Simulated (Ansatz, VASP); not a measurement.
**ZnO: VASP beside Ansatz**

Contents of INCAR:

```
SYSTEM = ZnO
PREC = Accurate
ENCUT = 520
EDIFF = 1E-6
ISMEAR = -1
SIGMA = 0.05
LREAL = .FALSE.
LASPH = .TRUE.
NELM = 80
ALGO = Normal
ISIF = 2
LWAVE = .FALSE.
LCHARG = .FALSE.
GGA = PS
NBANDS = 26
```

File KPOINTS:

```
regular mesh
0
G
  9 9 4
  0 0 0
```

The input POSCAR:

```
ZnO
1.0
    3.2208469546      0.0000000000      0.0000000000
   -1.6104234772      2.7893352843      0.0000000000
    0.0000000000      0.0000000000      6.9848812955
Zn O
2 2
Direct
    0.0000000000      0.0000000000      0.2500000000
    0.0000000000      0.0000000000      0.7500000000
    0.6666666667      0.3333333333      0.7500000000
    0.3333333333      0.6666666667      0.2500000000
```

Contents of input.yaml:

```yaml
crystal:
  lattice:
    - [3.2208469546, 0.0, 0.0]
    - [-1.6104234772, 2.7893352843, 0.0]
    - [0.0, 0.0, 6.9848812955]
  atoms:
    - { symbol: Zn, position: [0.0, 0.0, 0.25] }
    - { symbol: Zn, position: [0.0, 0.0, 0.75] }
    - { symbol: O, position: [0.6666666667, 0.3333333333, 0.75] }
    - { symbol: O, position: [0.3333333333, 0.6666666667, 0.25] }
kpoints:
  mp_grid: { grid: [9, 9, 4] }
scf:
  occupations: { method: fermi_dirac, width: 0.05 }
hamiltonian:
  xc: pbesol
  pseudopotentials: { kind: all_electron, lapw: { basis_error: 0.002 } }
output:
  forces: true
  stress: true
  eigenvalues: true
```

Change from the starting cell: volume scaled by 0.94.

Alike in both runs: task single point; functional PBEsol; k mesh 9 × 9 × 4; occupations fermi-dirac, width 0.05 eV; no spin polarisation.

|  | VASP | Ansatz |
| --- | --- | --- |
| version | VASP 6.6.1 | Ansatz 0.2.0 |
| potentials or method | VASP PAW PBE potentials, release 64 (Zn, O), cutoff 520 eV | all-electron LAPW, scalar-relativistic |

VASP gave:

- gap on the k mesh at the Fermi level (eV): 0.74
- least direct gap on the mesh (eV): 0.74
- pressure (GPa): 2.1
- traceless stress, the component that is largest in VASP (GPa): -2.97

**Question.** Estimate Ansatz's values.

**Answer.** gap on the k mesh at the Fermi level (eV): 0.76; least direct gap on the mesh (eV): 0.76; pressure (GPa): 1.3; traceless stress, the component that is largest in VASP (GPa): -2.06.

VASP's potentials were made for PBE, not for PBEsol. Ansatz ran all-electron here, and VASP with PAW potentials.
